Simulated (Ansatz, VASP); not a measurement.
One calculation of ZrN, two programs

Contents of INCAR:

```
SYSTEM = ZrN
PREC     = Accurate       ! precision mode
ENCUT    = 600            ! plane-wave cutoff, eV
EDIFF    = 1E-6           ! SCF threshold, eV
ISMEAR   = 0              ! smearing method
SIGMA    = 0.05           ! smearing width, eV
LREAL    = .False.        ! projectors in reciprocal space
LASPH    = .True.         ! aspherical terms in the spheres
NELM     = 120            ! most SCF steps
ALGO     = Normal         ! electronic algorithm
ISIF     = 2              ! what is computed and relaxed
LWAVE    = .False.        ! write WAVECAR
LCHARG   = .True.         ! write CHGCAR
GGA      = RP             ! functional
LELF     = .True.         ! ELF
LVHAR    = .True.       
NBANDS   = 16             ! bands
GGA_COMPAT= .False.
```

Contents of KPOINTS:

```
Automatic mesh
0
Gamma
  8 8 8
  0 0 0
```

The input POSCAR:

```
ZrN
1.0
    0.0000000000      2.2943751132      2.2943751132
    2.2943751132      0.0000000000      2.2943751132
    2.2943751132      2.2943751132      0.0000000000
Zr N
1 1
Direct
    0.5000000000      0.5000000000      0.5000000000
    0.0000000000      0.0000000000      0.0000000000
```

Input for Ansatz:

```yaml
crystal:
  lattice:
    - [0.0, 2.2943751132, 2.2943751132]
    - [2.2943751132, 0.0, 2.2943751132]
    - [2.2943751132, 2.2943751132, 0.0]
  atoms:
    - { symbol: Zr, position: [0.5, 0.5, 0.5] }
    - { symbol: "N", position: [0.0, 0.0, 0.0] }
basis:
  ecutwfc: 420
  ecutrho_ratio: 4
kpoints:
  mp_grid: { grid: [8, 8, 8] }
hamiltonian:
  xc: rpbe
scf:
  occupations: { method: gaussian, width: 0.05 }
output:
  forces: true
  stress: true
  eigenvalues: true
```

Alike in both runs: task single point; functional RPBE; k mesh 8 × 8 × 8; occupations gaussian, width 0.05 eV; no spin polarisation.

```csv
,VASP,Ansatz
version,VASP 6.6.1,Ansatz 0.2.0
potentials or method,"VASP PAW PBE potentials, release 64 (Zr_sv, N), cutoff 600 eV","scalar-relativistic, plane waves, PAW"
valence electrons in the cell,17,17
```

Ansatz gave:

- gap on the k mesh at the Fermi level (eV): none
- pressure (GPa): 5.0

Task: Which values does VASP return?

Result: gap on the k mesh at the Fermi level (eV): none; pressure (GPa): 5.2.

VASP's potentials were made for PBE, not for RPBE. A gap of «none» marks a metal or a gap that the smearing closes. The functional is the same, so the differences come from potentials, cutoffs and numerics.
